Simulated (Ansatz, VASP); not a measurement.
# Two plane-wave programs on Ta

The input INCAR:

```
SYSTEM = Ta
ALGO = Normal
EDIFF = 1E-7
ENCUT = 520
GGA = PE
ISIF = 2
ISMEAR = 0
LASPH = .TRUE.
LCHARG = .TRUE.
LELF = .TRUE.
LREAL = .FALSE.
LVHAR = .TRUE.
LWAVE = .FALSE.
NBANDS = 12
NELM = 80
PREC = Accurate
SIGMA = 0.15
```

The input KPOINTS:

```
k-points
0
G
  20 20 20
  0 0 0
```

The input POSCAR:

```
Ta
1.0
   -1.5769724000      1.6512800000      1.6512800000
    1.5769724000     -1.6512800000      1.6512800000
    1.5769724000      1.6512800000     -1.6512800000
Ta
1
Direct
    0.0000000000      0.0000000000      0.0000000000
```

Input for Ansatz:

```yaml
crystal:
  lattice:
    - [-1.5769724, 1.65128, 1.65128]
    - [1.5769724, -1.65128, 1.65128]
    - [1.5769724, 1.65128, -1.65128]
  atoms:
    - { symbol: Ta, position: [0.0, 0.0, 0.0] }
basis:
  ecutwfc: 420
kpoints:
  mp_grid: { grid: [20, 20, 20] }
hamiltonian:
  xc: pbe
scf:
  occupations: { method: gaussian, width: 0.15 }
output:
  forces: true
  stress: true
  eigenvalues: true
  write_density: true
  write_potential: true
  elf: true
  volumetric_format: npy
```

Change from the starting cell: strain -0.0450 x Voigt [1, 0, 0, 0, 0, 0], atoms carried along.

Alike in both runs: task single point; functional PBE; k mesh 20 × 20 × 20; occupations gaussian, width 0.15 eV; no spin polarisation.

|  | VASP | Ansatz |
| --- | --- | --- |
| version | VASP 6.6.1 | Ansatz 0.2.0 |
| potentials or method | VASP PAW PBE potentials, release 64 (Ta_pv), cutoff 520 eV | scalar-relativistic, plane waves, PAW |
| valence electrons in the cell | 11 | 13 |

```tsv
	VASP	Ansatz	Ansatz less VASP
gap on the k mesh at the Fermi level (eV)	none	none	-
pressure (GPa)	13.9	13.7	-0.21
traceless stress, the component that is largest in VASP (GPa)	3.95	3.97	+0.014
```

A gap of «none» marks a metal or a gap that the smearing closes. The functional is the same, so the differences come from potentials, cutoffs and numerics. VASP's potentials hold 11 valence electrons a cell and Ansatz's 13, so a difference there can come from the potentials and not from the codes.

Neither program's run includes spin-orbit coupling.
